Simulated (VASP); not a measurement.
Set up this calculation in VASP 6.6.1, as the native input.

* Task: relaxation of cell and atoms
* Functional: r2SCAN
* Potentials or basis: VASP PAW PBE potentials, release 64 (Ga_d, As)
* Cutoff: 600 eV
* k mesh: 8 × 8 × 8
* Occupations: fermi-dirac, width 0.02 eV
* Spin: no spin polarisation
* Dipole correction: no
* Further INCAR settings: ALGO = Normal; EDIFF = 1e-06; IBRION = 2; EDIFFG = -0.005; NSW = 80; ISIF = 3

The system is GaAs.

```
Ga As
1.0
     3.36298    0.00000    0.00000
     0.00000    3.36298    0.00000
     0.00000    0.00000    3.36298
Ga As
1 1
Direct
  0.00000 0.00000 0.00000
  0.50000 0.50000 0.50000
```

These files were run (other wordings do the same):

POSCAR

```
GaAs
1.0
    3.3629843971      0.0000000000      0.0000000000
    0.0000000000      3.3629843971      0.0000000000
    0.0000000000      0.0000000000      3.3629843971
Ga As
1 1
Direct
    0.0000000000      0.0000000000      0.0000000000
    0.5000000000      0.5000000000      0.5000000000
```

INCAR.step1

```
SYSTEM = GaAs
PREC = Accurate
ENCUT = 600
ISMEAR = -1
SIGMA = 0.02
LREAL = .FALSE.
LASPH = .TRUE.
NELM = 60
GGA = PE
ALGO = Normal
EDIFF = 1E-4
LWAVE = .TRUE.
LCHARG = .FALSE.
```

INCAR.step2

```
SYSTEM = GaAs
PREC = Accurate
ENCUT = 600
EDIFF = 1E-6
ISMEAR = -1
SIGMA = 0.02
LREAL = .FALSE.
LASPH = .TRUE.
NELM = 60
ALGO = Normal
ISIF = 3
LWAVE = .FALSE.
LCHARG = .FALSE.
METAGGA = R2SCAN
LMIXTAU = .TRUE.
IBRION = 2
NSW = 80
EDIFFG = -0.005
ISTART = 1
```

KPOINTS

```
regular mesh
0
G
  8 8 8
  0 0 0
```

Potentials or basis: VASP PAW PBE potentials, release 64 (Ga_d, As).

Launch:

```sh
$ cat potpaw_PBE.64/Ga_d/POTCAR potpaw_PBE.64/As/POTCAR > POTCAR
$ cp INCAR.step1 INCAR
$ mpirun -np 1 vasp_std > vasp.out
$ cp INCAR.step2 INCAR
$ mpirun -np 1 vasp_std > vasp.out
```

Results of the run:

| Quantity | Value |
| --- | --- |
| Relaxed volume | 18.43 Å³/atom |
| Relaxed cell | a = 3.328 Å, b = 3.328 Å, c = 3.328 Å, α = 90.00°, β = 90.00°, γ = 90.00° |
| Space group after relaxing (to 0.1 Å) | Pm-3m (No. 221) |
| Energy gained by relaxing | 3.8 meV/atom |
| Ionic steps | 3 |
| Pressure after relaxing | 0.0 GPa |

Caveat: the highest band is partly filled, so the run has too few bands; the PAW data sets were made with another functional, which shifts forces and pressure a little.

Run time: 4.1 min on 1 thread of Intel Xeon 8259CL, with other jobs on the host, peak memory 0.18 GiB.
